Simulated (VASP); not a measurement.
Here is a VASP 6.6.1 calculation.

File INCAR:

```
SYSTEM = LiBH3
  PREC = Accurate
  ENCUT = 520
  EDIFF = 1E-6
  ISMEAR = 0
  SIGMA = 0.1
  LREAL = .False.
  LASPH = .True.
  NELM = 100
  ALGO = Normal
  ISIF = 2
  LWAVE = .False.
  LCHARG = .True.
  GGA = PE
  LELF = .True.
  LVHAR = .True.
  NBANDS = 12
```

File KPOINTS:

```
Automatic mesh
0
Gamma
  12 14 12
  0 0 0
```

Contents of POSCAR:

```
LiBH3
1.0
    3.9318174945      0.0000000000      0.0445427250
    0.0000000000      2.7252985839      0.0000000000
   -1.8949346734      0.0000000000      3.4890228687
Li B H
1 1 3
Direct
    0.0215205671      0.0000000000      0.7860925405
    0.3955548593      0.5000000000      0.4680797143
    0.5163447336      0.0000000000      0.6153903554
    0.3922073668      0.5000000000      0.1571784309
    0.0623168932      0.5000000000      0.4172311590
```

Potentials or basis: VASP PAW PBE potentials, release 64 (Li_sv, B, H).

The run is started by

```bash
$ cat potpaw_PBE.64/Li_sv/POTCAR potpaw_PBE.64/B/POTCAR potpaw_PBE.64/H/POTCAR > POTCAR
$ mpirun -np 1 vasp_std > vasp.out
```

What does it give for the band gap on the k mesh?

Zero (an odd number of electrons rules out a gap without spin polarisation).

What does it give for the largest force?

0.012 eV/Å.

Forces on the atoms (eV/Å):
```
Li   0.003  0.000  0.000
B    0.005  0.000  0.011
H   -0.003  0.000 -0.002
H    0.007  0.000 -0.009
H   -0.012  0.000 -0.001
```

Caveat: an odd number of electrons without spin polarisation forces a metal; a magnetic or distorted state may lie lower.
